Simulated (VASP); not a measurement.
WC:

```xyz
2
Lattice="0.0000 2.1927 2.1927 2.1927 0.0000 2.1927 2.1927 2.1927 0.0000" Properties=species:S:1:pos:R:3 pbc="T T T"
W     0.0000    0.0000    0.0000
C     2.1927    2.1927    2.1927
```

```yaml
Program: VASP 6.6.1
Task: relaxation of cell and atoms
Functional: LDA
Potentials_or_basis: VASP PAW LDA potentials, release 64 (W_sv, C)
Cutoff: 600 eV
k_mesh: 11 × 11 × 11
Occupations: fermi-dirac, width 0.1 eV
Spin: no spin polarisation
```

At the start: pressure -13.7 GPa; volume 10.54 Å³/atom.

**Question.** How do energy, volume and symmetry change on relaxing?

**Answer.** Over 4 steps the energy falls by 16.9 meV/atom and the volume is 10.16 Å³/atom (-3.6 %); space group Fm-3m (No. 225, to 0.05 Å).

The path:
| step | energy change (eV) | largest force (eV/Å) | pressure (GPa) | volume (Å³) |
| --- | --- | --- | --- | --- |
| 1 | 0.0000 | 0.0000 | -13.71 | 21.08 |
| 2 | 0.2230 | 0.0000 | 47.86 | 18.45 |
| 3 | -0.0337 | 0.0000 | -0.51 | 20.35 |
| 4 | -0.0337 | 0.0000 | -0.12 | 20.33 |

Final structure:
```
CELL_PARAMETERS angstrom
0.00000 2.16608 2.16608
2.16608 0.00000 2.16608
2.16608 2.16608 0.00000
ATOMIC_POSITIONS crystal
W 0.00000 0.00000 0.00000
C 0.50000 0.50000 0.50000
```
